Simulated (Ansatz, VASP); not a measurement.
**Sb: VASP beside Ansatz**

The input INCAR:

```
PREC = Accurate
ENCUT = 520
EDIFF = 1E-7
ISMEAR = -1
SIGMA = 0.1
LREAL = False
LASPH = True
NELM = 100
ALGO = Normal
ISIF = 2
LWAVE = False
LCHARG = False
GGA = RP
NBANDS = 8
```

Contents of KPOINTS:

```
regular mesh
0
Gamma
  13 13 13
```

File POSCAR:

```
Sb
1.0
    0.0000000000      2.4441767778      2.4441767778
    2.4441767778      0.0000000000      2.4441767778
    2.4441767778      2.4441767778      0.0000000000
Sb
1
Direct
    0.0000000000      0.0000000000      0.0000000000
```

Input for Ansatz:

```yaml
crystal:
  lattice:
    - [0.0, 2.4441767778, 2.4441767778]
    - [2.4441767778, 0.0, 2.4441767778]
    - [2.4441767778, 2.4441767778, 0.0]
  atoms:
    - { symbol: Sb, position: [0.0, 0.0, 0.0] }
hamiltonian:
  xc: rpbe
  pseudopotentials:
    kind: paw
    azcp:
      Sb: "pseudopotentials/Sb.paw.azcp"
basis:
  ecutwfc: 420
  fft_grid_basis: typed
kpoints:
  mp_grid: { grid: [13, 13, 13], shift: [0, 0, 0] }
magnetization:
  spin_polarized: false
scf:
  occupations: { method: fermi_dirac, width: 0.1 }
  lower_state_search: "off"
output:
  stress: true
```

Alike in both runs: task single point; functional RPBE; k mesh 13 × 13 × 13; occupations fermi-dirac, width 0.1 eV; no spin polarisation.

|  | VASP | Ansatz |
| --- | --- | --- |
| version | VASP 6.6.1 | Ansatz 0.2.0 |
| potentials or method | VASP PAW PBE potentials, release 64 (Sb), cutoff 520 eV | plane waves (420 eV) with PAW, scalar-relativistic |
| valence electrons in the cell | 5 | 15 |

|  | VASP | Ansatz | Ansatz less VASP |
| --- | --- | --- | --- |
| pressure (GPa) | -2.0 | -1.8 | +0.18 |

VASP's potentials were made for PBE, not for RPBE. VASP's potentials hold 5 valence electrons a cell and Ansatz's 15, so a difference there can come from the potentials and not from the codes.

Neither program's run includes spin-orbit coupling.
